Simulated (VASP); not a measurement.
A run of VASP 6.6.1:

The input INCAR:

```
ALGO = Normal
EDIFF = 1E-6
ENCUT = 500
GGA = PE
GGA_COMPAT = False
ISIF = 2
ISMEAR = 0
LASPH = True
LCHARG = False
LREAL = False
LWAVE = False
NBANDS = 27
NELM = 120
PREC = Accurate
SIGMA = 0.2
```

KPOINTS

```
k-points
0
Gamma
  4 4 4
```

Contents of POSCAR:

```
B3As5
1.0
   -3.0774176182      3.0774176182      3.0774176182
    3.0774176182     -3.0774176182      3.0774176182
    3.0774176182      3.0774176182     -3.0774176182
B As
3 5
Direct
    0.0000000000      0.5000000000      0.5000000000
    0.5000000000      0.5000000000      0.0000000000
    0.5000000000      0.0000000000      0.5000000000
    0.0000000000      0.0000000000      0.0000000000
    0.0000000000      0.0000000000      0.5000000000
    0.0000000000      0.5000000000      0.0000000000
    0.5000000000      0.0000000000      0.0000000000
    0.5000000000      0.5000000000      0.5000000000
```

Potentials or basis: VASP PAW PBE potentials, release 64 (B, As).

Command:

```sh
$ cat potpaw_PBE.64/B/POTCAR potpaw_PBE.64/As/POTCAR > POTCAR
$ mpirun -np 1 vasp_std > vasp.out
```

Hardware: 1 thread of Intel(R) Xeon(R) Platinum 8488C (Sapphire Rapids), on a shared host.

Q: Estimate the wall time of this run.

A: It took 18 s on 1 thread of Intel(R) Xeon(R) Platinum 8488C (Sapphire Rapids), with other jobs on the host, peak memory 0.23 GiB. Counts: scf iterations 13, k points 8.
